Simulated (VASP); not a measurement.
# Te (P-1) in VASP: single point with PBE

Aim: the single point of Te with PBE.

All numbers are computed with VASP 6.6.1; they aren't measurements. Logs are shortened: lines on timing, memory, paths and dates and some standing lists are left out, and cuts for length are marked.

### Step 1. The cell of the first run

The typed cell holds 3 atoms: a = 4.240 Å, b = 4.352 Å, c = 6.060 Å, α = 91.90°, β = 91.40°, γ = 59.36°.

### Step 2. Single point, PBE (strained and its atoms moved)

Input file INCAR:

```
SYSTEM = Te
ALGO = Normal ; EDIFF = 1E-6
ENCUT = 520 ; GGA = PE
ISIF = 2 ; ISMEAR = 0
LASPH = .TRUE. ; LCHARG = .FALSE.
LREAL = .FALSE. ; LWAVE = .FALSE.
NBANDS = 16 ; NELM = 60
PREC = Accurate ; SIGMA = 0.1
```

Input file KPOINTS:

```
k-points
0
G
  12 12 8
  0 0 0
```

Input file POSCAR:

```
Te
1.0
    3.6997316620     -2.0706909843     -0.0242907002
    3.7636621713      2.1843827977     -0.0437104517
   -0.1452914689     -0.0284149779      6.0582046747
Te
3
Direct
    0.6829318058      0.6859938103      0.6907823814
    0.3170681942      0.3140061897      0.3092176186
    0.0000000000      0.0000000000      0.0000000000
```

Potentials or basis: VASP PAW PBE potentials, release 64 (Te).

Started as:

```console
$ cat potpaw_PBE.64/Te/POTCAR > POTCAR
$ mpirun -np 1 vasp_std > vasp.out
```

OUTCAR:

```text
SYSTEM = Te
   EDIFF = 1E-6
   ENCUT = 520
   GGA = PE
   ISIF = 2
   ISMEAR = 0
   LASPH = .TRUE.
   LREAL = .FALSE.
   NELM = 60
   PREC = Accurate

 ion  position               nearest neighbor table
   1  0.683  0.686  0.691-   3 2.96   3 3.13   3 3.22   2 3.29   2 3.34   2 3.54
   2  0.317  0.314  0.309-   3 2.96   3 3.13   3 3.22   1 3.29   1 3.34   1 3.54
   3  0.000  0.000  0.000-   1 2.96   2 2.96   1 3.13   2 3.13   2 3.22   1 3.22

  LATTYP: Found a triclinic cell.
 ALAT       =     4.2398544269
 B/A-ratio  =     1.7208583704
 C/A-ratio  =     1.7870714760
 COS(alpha) =     0.0044184208
 COS(beta)  =     0.3121638376
 COS(gamma) =     0.8582673536

  Lattice vectors:

 A1 = (   3.6997316620,  -2.0706909843,  -0.0242907002)
 A2 = (   3.6358011527,  -6.3257647663,  -0.0048709487)
 A3 = (   3.9089536402,   2.2127977756,  -6.1019151264)

Analysis of symmetry for initial positions (statically):
=====================================================================
 Subroutine PRICEL returns:
 Original cell was already a primitive cell.

 Routine SETGRP: Setting up the symmetry group for a
 triclinic supercell.

 Subroutine GETGRP returns: Found  2 space group operations
 (whereof  2 operations were pure point group operations)
 out of a pool of  2 trial point group operations.

The static configuration has the point symmetry S_2 .

Analysis of symmetry for dynamics (positions and initial velocities):
=====================================================================
 Subroutine PRICEL returns:
 Original cell was already a primitive cell.

 Routine SETGRP: Setting up the symmetry group for a
 triclinic supercell.

 Subroutine GETGRP returns: Found  2 space group operations
 (whereof  2 operations were pure point group operations)
 out of a pool of  2 trial point group operations.

The dynamic configuration has the point symmetry S_2 .

 Subroutine INISYM returns: Found  2 space group operations
 (whereof  2 operations are pure point group operations),
 and found     1 'primitive' translations

----------------------------------------------------------------------------------------

                                     Primitive cell

  volume of cell :      96.1512
[... 87 lines left out ...]
   LSORBIT =      F    spin-orbit coupling
   LASPH  =      T    aspherical Exc in radial PAW
   ENCUT  =  520.0 eV  38.22 Ry    6.18 a.u.   7.88  8.09 11.27*2*pi/ulx,y,z
   NELM   =     60;   NELMIN=  2; NELMDL= -5     # of ELM steps
   EDIFF  = 0.1E-05   stopping-criterion for ELM
   LREAL  =      F    real-space projection
   EDIFFG = 0.1E-04   stopping-criterion for IOM
   NSW    =      0    number of steps for IOM
   IBRION =     -1    ionic relax: 0-MD 1-quasi-New 2-CG
   NFREE  =      0    steps in history (QN), initial steepest desc. (CG)
   ISIF   =      2    stress and relaxation
   ISYM   =      2    0-nonsym 1-usesym 2-fastsym
   POTIM  = 0.5000    time-step for ionic-motion
   TEBEG  =    0.0;   TEEND  =   0.0 temperature during run
   PSTRESS=    0.0 pullay stress
   NELECT =      18.0000    total number of electrons
   NUPDOWN=      -1.0000    fix difference up-down
   EMIN   =  10.00;   EMAX   =-10.00  energy-range for DOS
   EFERMI =   0.00;   METHOD = LEGACY
   ISMEAR =     0;   SIGMA  =   0.10  broadening in eV -4-tet -1-fermi 0-gaus
   EFERMI_NEDOS =   21; number of points for ismear=-14 and -15
   IALGO  =     38    algorithm
   IMIX   =      4    mixing-type and parameters
     AMIX     =   0.40;   BMIX     =  1.00
     AMIX_MAG =   1.60;   BMIX_MAG =  1.00
  volume/ion in A,a.u.               =      32.05       216.29
  Fermi-wavevector in a.u.,A,eV,Ry     =   0.936514  1.769754 11.933094  0.877058
  Thomas-Fermi vector in A             =   2.063531
   LORBIT       =      0    0 simple, 1 ext, 2 COOP (PROOUT), +10 PAW based schemes
   GGA     = PE    functional components
   LHFCALC =     F    Hartree Fock is set to
   AEXX    =    0.0000 exact exchange contribution
   IVDW    =     0    specifies the selected vdW correction
   LEPSILON=     F    determine dielectric tensor
   LRPA    =     F    only Hartree local field effects (RPA)
 non-spin polarized calculation
 Gauss-broadening in eV      SIGMA  =   0.10
  energy-cutoff  :      520.00
  volume of cell :       96.15
 maximum number of plane-waves:      2616
   NGX = 15   NGY = 17   NGZ = 23

 number of electron      17.9999999 magnetization

 Free energy of the ion-electron system (eV)
  ---------------------------------------------------
  ext. energy  EPLUGINS =         0.00000000
  ---------------------------------------------------
  free energy    TOTEN  =        -9.17578343 eV

  energy without entropy =       -9.16872471  energy(sigma->0) =       -9.17225407

 E-fermi :   6.5378     XC(G=0):  -9.3686

 val. band max:        6.5322465676   @ k =  -0.1667  -0.1667   0.1250
 cond. band min:       6.5408963043   @ k =  -0.0833   0.1667  -0.0000
 fundamental gap:      0.0086497367
 Fermi energy:         6.5378156919

 k-point     1 :       0.0000    0.0000    0.0000
  band No.  band energies     occupation
      1      -7.2276      2.00000
      2      -4.1070      2.00000
      3      -3.4079      2.00000
      4       3.6676      2.00000
      5       4.3725      2.00000
      6       4.6264      2.00000
[... 433 lines left out ...]
      3      -3.7009      2.00000
      4       1.5616      2.00000
      5       1.9552      2.00000
      6       4.0081      2.00000
[... 8 lines left out ...]
     15      13.3652      0.00000
     16      14.5891      0.00000

 [... further k-points ...]

------------------------ aborting loop because EDIFF is reached ----------------------------------------

  FORCE on cell =-STRESS in cart. coord.  units (eV):
  Direction    XX          YY          ZZ          XY          YZ          ZX
  --------------------------------------------------------------------------------------
  -------------------------------------------------------------------------------------
  Total        1.9325565      0.3000012      1.0587214     -0.2553686      0.4317629      1.8515791
  in kB       32.2023843      4.9989500     17.6415811     -4.2552319      7.1945082     30.8530484
  external PRESSURE =      18.2809718 kB  Pullay stress =       0.0000000 kB

 VOLUME and BASIS-vectors are now :
 -----------------------------------------------------------------------------
  energy-cutoff  :      520.00
  volume of cell :       96.15
      direct lattice vectors                 reciprocal lattice vectors
     3.699731662 -2.070690984 -0.024290700     0.137618609 -0.237071219  0.002188509
     3.763662171  2.184382798 -0.043710452     0.130475319  0.233072490  0.004222324
    -0.145291469 -0.028414978  6.058204675     0.001493180  0.000731088  0.165104643

 POSITION                                       TOTAL-FORCE (eV/Angst)
 -----------------------------------------------------------------------------------
      5.00815      0.06470      4.13833        -0.382435     -0.004487     -0.467130
      2.30995      0.02057      1.85188         0.382435      0.004487      0.467130
      0.00000      0.00000      0.00000         0.000000     -0.000000      0.000000
 -----------------------------------------------------------------------------------
    total drift:                               -0.000000     -0.000000      0.000000

  FREE ENERGIE OF THE ION-ELECTRON SYSTEM (eV)
  ---------------------------------------------------
  free  energy   TOTEN  =        -9.1757834335 eV

  energy  without entropy=       -9.1687247142  energy(sigma->0) =       -9.17225407
```

stdout:

```text
POSCAR found type information on POSCAR Te
 POSCAR found :  1 types and       3 ions
 scaLAPACK will be used
 LDA part: xc-table for (Slater+PW92), standard interpolation
 POSCAR, INCAR and KPOINTS ok, starting setup
 FFT: planning ... GRIDC
 FFT: planning ... GRID_SOFT
 FFT: planning ... GRID
 WAVECAR not read
 entering main loop
```

Run time: 3.6 min. Hardware: 1 thread of Intel Xeon 6975P-C (Granite Rapids), shared host; peak memory 0.75 GiB.

What came out:

| Quantity | Value |
| --- | --- |
| Free energy | -9.1758 eV |
| Pressure | 1.8 GPa |
| Largest force | 0.604 eV/Å |
| Band gap on the k mesh | zero (bands 9 and 10 overlap by 0.44 eV) |

Forces in eV/Å, atoms in the order of the input:
```
Te  -0.382 -0.004 -0.467
Te   0.382  0.004  0.467
Te   0.000  0.000  0.000
```

Caveat: the cell differs from its parent crystal (strained and its atoms moved); spin-orbit coupling is left out, which moves the levels of the heavy elements.
